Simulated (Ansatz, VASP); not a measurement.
**One calculation of BeZn3Se4, two programs**

```xyz
8
Lattice="5.5919 0.0000 0.0000 0.0000 5.5919 0.0000 0.0000 0.0000 5.5919" Properties=species:S:1:pos:R:3 pbc="T T T"
Be    0.0000    0.0000    0.0000
Zn    0.0000    2.7960    2.7960
Zn    2.7960    0.0000    2.7960
Zn    2.7960    2.7960    0.0000
Se    1.3173    1.3173    4.2746
Se    1.3173    4.2746    1.3173
Se    4.2746    1.3173    1.3173
Se    4.2746    4.2746    4.2746
```

Alike in both runs: task single point; functional PBE; k mesh 6 × 6 × 6; occupations gaussian, width 0.02 eV; no spin polarisation.

|  | VASP | Ansatz |
| --- | --- | --- |
| version | VASP 6.6.1 | Ansatz 0.2.0 |
| potentials or method | VASP PAW PBE potentials, release 64 (Be, Zn, Se), cutoff 520 eV | scalar-relativistic, plane waves, PAW |
| valence electrons in the cell | 62 | 102 |

```csv
,VASP,Ansatz,Ansatz less VASP
gap on the k mesh at the Fermi level (eV),1.76,1.76,-0.002
least direct gap on the mesh (eV),1.76,1.76,-0.002
pressure (GPa),0.2,0.0,-0.20
rms of the force components (eV/Å),0.006,0.002,-0.0041
```

Atom by atom the forces differ by 0.004 eV/Å (rms over components). With one functional, cell and mesh, what is left measures potentials, basis and numerics. VASP's potentials hold 62 valence electrons a cell and Ansatz's 102, so a difference there can come from the potentials and not from the codes.
